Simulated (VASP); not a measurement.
A run of VASP 6.6.1:

File INCAR:

```
SYSTEM = PbS
  PREC = Accurate
  ENCUT = 520
  EDIFF = 1E-7
  ISMEAR = 0
  SIGMA = 0.05
  LREAL = .False.
  LASPH = .True.
  NELM = 100
  ALGO = Normal
  ISIF = 2
  LWAVE = .False.
  LCHARG = .True.
  GGA = PE
  LELF = .True.
  LVHAR = .True.
  NBANDS = 17
```

The input KPOINTS:

```
Automatic mesh
0
Gamma
  10 10 10
  0 0 0
```

Contents of POSCAR:

```
PbS
1.0
    0.0000000000      3.0045317637      3.0045317637
    3.0045317637      0.0000000000      3.0045317637
    3.0045317637      3.0045317637      0.0000000000
Pb S
1 1
Direct
    0.5332830564      0.4667169436      0.5332830564
    0.0000000000      0.0000000000      0.0000000000
```

Potentials or basis: VASP PAW PBE potentials, release 64 (Pb_d, S).

Command:

```console
$ cat potpaw_PBE.64/Pb_d/POTCAR potpaw_PBE.64/S/POTCAR > POTCAR
$ mpirun -np 1 vasp_std > vasp.out
```

Hardware: 1 thread of Intel Xeon 8259CL, on a shared host.

Problem. How long does it take, and how much memory?

Solution. Run time: 120 s on 1 thread of Intel Xeon 8259CL (shared host), peak memory 0.23 GiB. Counts: scf iterations 13, k points 102.
